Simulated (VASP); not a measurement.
# Cl4Ti in VASP: single point with PBEsol

Aim: the single point of Cl4Ti with PBEsol.

Everything below comes from runs of VASP 6.6.1. Logs are shortened: lines on timing, memory, paths and dates and some standing lists are left out, and cuts for length are marked.

**1. The cell of the first run**

The cell holds a molecule in a box, 5 atoms: a = 15.000 Å, b = 15.500 Å, c = 16.000 Å, α = 90.00°, β = 90.00°, γ = 90.00°.

**2. Single point, PBEsol**

INCAR

```
SYSTEM = TiCl4
PREC = Accurate
ENCUT = 400
EDIFF = 1E-6
ISMEAR = 0
SIGMA = 0.005
LREAL = .FALSE.
LASPH = .TRUE.
NELM = 120
ALGO = Normal
ISIF = 2
LWAVE = .FALSE.
LCHARG = .TRUE.
GGA = PS
LELF = .TRUE.
LVHAR = .TRUE.
ISYM = 0
NBANDS = 28
GGA_COMPAT = .FALSE.
NELMDL = -8
```

KPOINTS

```
regular mesh
0
G
  1 1 1
  0 0 0
```

POSCAR

```
TiCl4
1.0
   15.0000000000      0.0000000000      0.0000000000
    0.0000000000     15.5000000000      0.0000000000
    0.0000000000      0.0000000000     16.0000000000
Cl Ti
4 1
Direct
    0.5009611553      0.4984159556      0.3646749499
    0.6357700938      0.4999578587      0.5459651551
    0.4321513481      0.6148704938      0.5434293765
    0.4311208410      0.3867546814      0.5459332959
    0.4999965619      0.5000010104      0.4999972226
```

Potentials or basis: VASP PAW PBE potentials, release 64 (Cl, Ti_sv).

The run is started by

```bash
$ cat potpaw_PBE.64/Cl/POTCAR potpaw_PBE.64/Ti_sv/POTCAR > POTCAR
$ mpirun -np 1 vasp_gam > vasp.out
```

OUTCAR:

```text
SYSTEM = TiCl4
   PREC = Accurate
   ENCUT = 400
   EDIFF = 1E-6
   ISMEAR = 0
   LREAL = .FALSE.
   LASPH = .TRUE.
   NELM = 120
   ISIF = 2
   GGA = PS
   ISYM = 0
   NELMDL = -8

 ion  position               nearest neighbor table
   1  0.501  0.498  0.365-   5 2.17
   2  0.636  0.500  0.546-   5 2.17
   3  0.432  0.615  0.543-   5 2.17
   4  0.431  0.387  0.546-   5 2.17
   5  0.500  0.500  0.500-   3 2.17   2 2.17   4 2.17   1 2.17

IMPORTANT INFORMATION: All symmetrisations will be switched off!
NOSYMM: (Re-)initialisation of all symmetry stuff for point group C_1.

----------------------------------------------------------------------------------------

                                     Primitive cell

  volume of cell :    3720.0000

  direct lattice vectors                    reciprocal lattice vectors
    15.000000000  0.000000000  0.000000000     0.066666667  0.000000000  0.000000000
     0.000000000 15.500000000  0.000000000     0.000000000  0.064516129  0.000000000
     0.000000000  0.000000000 16.000000000     0.000000000  0.000000000  0.062500000

  length of vectors
    15.000000000 15.500000000 16.000000000     0.066666667  0.064516129  0.062500000

  position of ions in fractional coordinates (direct lattice)
     0.500961155  0.498415956  0.364674950
     0.635770094  0.499957859  0.545965155
     0.432151348  0.614870494  0.543429377
     0.431120841  0.386754681  0.545933296
     0.499996562  0.500001010  0.499997223

  ion indices of the primitive-cell ions
   primitive index   ion index
                 1           1
                 2           2
                 3           3
                 4           4
                 5           5

----------------------------------------------------------------------------------------

 KPOINTS: regular mesh

Automatic generation of k-mesh.
 Grid dimensions read from file:
 generate k-points for:    1    1    1

 Generating k-lattice:

  Cartesian coordinates                     Fractional coordinates (reciprocal lattice)
     0.066666667  0.000000000  0.000000000     1.000000000  0.000000000  0.000000000
     0.000000000  0.064516129  0.000000000     0.000000000  1.000000000  0.000000000
     0.000000000  0.000000000  0.062500000     0.000000000  0.000000000  1.000000000

  Length of vectors
     0.066666667  0.064516129  0.062500000

  Shift w.r.t. Gamma in fractional coordinates (k-lattice)
     0.000000000  0.000000000  0.000000000

 Subroutine IBZKPT returns following result:
 ===========================================

 Found      1 irreducible k-points:

 Following reciprocal coordinates:
            Coordinates               Weight
  0.000000  0.000000  0.000000      1.000000
   k-points           NKPTS =      1   k-points in BZ     NKDIM =      1   number of bands    NBANDS=     28
   number of dos      NEDOS =    301   number of ions     NIONS =      5
   total plane-waves  NPLWV = ******
   dimension x,y,z NGX =    98 NGY =  108 NGZ =  108
   dimension x,y,z NGXF=   196 NGYF=  216 NGZF=  216
   ions per type =               4   1
   NGX,Y,Z   is equivalent  to a cutoff of  10.86, 11.58, 11.22 a.u.
   NGXF,Y,Z  is equivalent  to a cutoff of  21.72, 23.17, 22.44 a.u.
 SYSTEM =  TiCl4
   PREC   = accura    normal or accurate (medium, high low for compatibility)
   ISTART =      0    job   : 0-new  1-cont  2-samecut
   ICHARG =      2    charge: 1-file 2-atom 10-const
   ISPIN  =      1    spin polarized calculation?
   LNONCOLLINEAR =      F non collinear calculations
   LSORBIT =      F    spin-orbit coupling
   LASPH  =      T    aspherical Exc in radial PAW
   ENCUT  =  400.0 eV  29.40 Ry    5.42 a.u.  24.46 25.28 26.09*2*pi/ulx,y,z
   NELM   =    120;   NELMIN=  2; NELMDL= -8     # of ELM steps
   EDIFF  = 0.1E-05   stopping-criterion for ELM
   LREAL  =      F    real-space projection
   EDIFFG = 0.1E-04   stopping-criterion for IOM
   NSW    =      0    number of steps for IOM
   IBRION =     -1    ionic relax: 0-MD 1-quasi-New 2-CG
   NFREE  =      0    steps in history (QN), initial steepest desc. (CG)
   ISIF   =      2    stress and relaxation
   ISYM   =      0    0-nonsym 1-usesym 2-fastsym
   POTIM  = 0.5000    time-step for ionic-motion
   TEBEG  =    0.0;   TEEND  =   0.0 temperature during run
   PSTRESS=    0.0 pullay stress
   NELECT =      40.0000    total number of electrons
   NUPDOWN=      -1.0000    fix difference up-down
   EMIN   =  10.00;   EMAX   =-10.00  energy-range for DOS
   EFERMI =   0.00;   METHOD = LEGACY
   ISMEAR =     0;   SIGMA  =   0.01  broadening in eV -4-tet -1-fermi 0-gaus
   EFERMI_NEDOS =   21; number of points for ismear=-14 and -15
   IALGO  =     38    algorithm
   IMIX   =      4    mixing-type and parameters
     AMIX     =   0.40;   BMIX     =  1.00
     AMIX_MAG =   1.60;   BMIX_MAG =  1.00
  volume/ion in A,a.u.               =     744.00      5020.76
  Fermi-wavevector in a.u.,A,eV,Ry     =   0.361338  0.682830  1.776448  0.130565
  Thomas-Fermi vector in A             =   1.281772
   LORBIT       =      0    0 simple, 1 ext, 2 COOP (PROOUT), +10 PAW based schemes
   GGA     = PS    functional components
   LHFCALC =     F    Hartree Fock is set to
   AEXX    =    0.0000 exact exchange contribution
   IVDW    =     0    specifies the selected vdW correction
   LEPSILON=     F    determine dielectric tensor
   LRPA    =     F    only Hartree local field effects (RPA)
 non-spin polarized calculation
 Gauss-broadening in eV      SIGMA  =   0.01
  energy-cutoff  :      400.00
  volume of cell :     3720.00
 maximum number of plane-waves:     33758
 NGX is ok and might be reduce to    98
   NGX = 49   NGY = 51   NGZ = 53

 number of electron      40.0000005 magnetization

 Free energy of the ion-electron system (eV)
  ---------------------------------------------------
  ext. energy  EPLUGINS =         0.00000000
  ---------------------------------------------------
  free energy    TOTEN  =       -23.99517978 eV

  energy without entropy =      -23.99517978  energy(sigma->0) =      -23.99517978

 E-fermi :  -7.9480     XC(G=0):  -0.5331

 val. band max:       -7.9833158131   @ k =   0.0000   0.0000   0.0000
 cond. band min:      -4.2504989831   @ k =   0.0000   0.0000   0.0000
 fundamental gap:      3.7328168300
 Fermi energy:        -7.9479909891

 k-point     1 :       0.0000    0.0000    0.0000
  band No.  band energies     occupation
      1     -63.3246      2.00000
      2     -39.7140      2.00000
      3     -39.7140      2.00000
      4     -39.7140      2.00000
      5     -20.6986      2.00000
      6     -20.4000      2.00000
[... 20 lines left out ...]
     27       0.4173      0.00000
     28       0.4366      0.00000

------------------------ aborting loop because EDIFF is reached ----------------------------------------

  FORCE on cell =-STRESS in cart. coord.  units (eV):
  Direction    XX          YY          ZZ          XY          YZ          ZX
  --------------------------------------------------------------------------------------
  -------------------------------------------------------------------------------------
  Total       -0.1164252     -0.1186298     -0.1202755      0.0000425      0.0002001     -0.0001749
  in kB       -0.0501435     -0.0510930     -0.0518018      0.0000183      0.0000862     -0.0000753
  external PRESSURE =      -0.0510128 kB  Pullay stress =       0.0000000 kB

 VOLUME and BASIS-vectors are now :
 -----------------------------------------------------------------------------
  energy-cutoff  :      400.00
  volume of cell :     3720.00
      direct lattice vectors                 reciprocal lattice vectors
    15.000000000  0.000000000  0.000000000     0.066666667  0.000000000  0.000000000
     0.000000000 15.500000000  0.000000000     0.000000000  0.064516129  0.000000000
     0.000000000  0.000000000 16.000000000     0.000000000  0.000000000  0.062500000

 POSITION                                       TOTAL-FORCE (eV/Angst)
 -----------------------------------------------------------------------------------
      7.51442      7.72545      5.83480         0.000440     -0.000150     -0.002832
      9.53655      7.74935      8.73544         0.002903      0.000112      0.000978
      6.48227      9.53049      8.69487        -0.002161      0.002669      0.000719
      6.46681      5.99470      8.73493        -0.001680     -0.002537      0.000995
      7.49995      7.75002      7.99996         0.000498     -0.000094      0.000140
 -----------------------------------------------------------------------------------
    total drift:                               -0.000250     -0.000283      0.000655

  FREE ENERGIE OF THE ION-ELECTRON SYSTEM (eV)
  ---------------------------------------------------
  free  energy   TOTEN  =       -23.9951797779 eV

  energy  without entropy=      -23.9951797779  energy(sigma->0) =      -23.99517978
```

Run time: 7.3 min. Hardware: 1 thread of AMD EPYC 7R43 (Zen 3), shared host; peak memory 1.6 GiB.

What came out:

- Free energy: -23.9952 eV
- Largest force: 0.004 eV/Å
- Gap between the frontier levels: 3.73 eV

Forces in eV/Å, atoms in the order of the input:
```
Cl   0.000  0.000 -0.003
Cl   0.003  0.000  0.001
Cl  -0.002  0.003  0.001
Cl  -0.002 -0.003  0.001
Ti   0.000  0.000  0.000
```

Levels at points of the mesh, in eV from the valence-band top:
```tsv
k point	band 16	band 17	band 18	band 19	band 20	band 21	band 22	band 23	band 24	band 25
(0.00, 0.00, 0.00)	-0.83	-0.83	0.00	0.00	0.00	3.73	3.73	4.55	4.55	4.55
```

Caveat: the PAW data sets were made with another functional, which shifts forces and pressure a little.
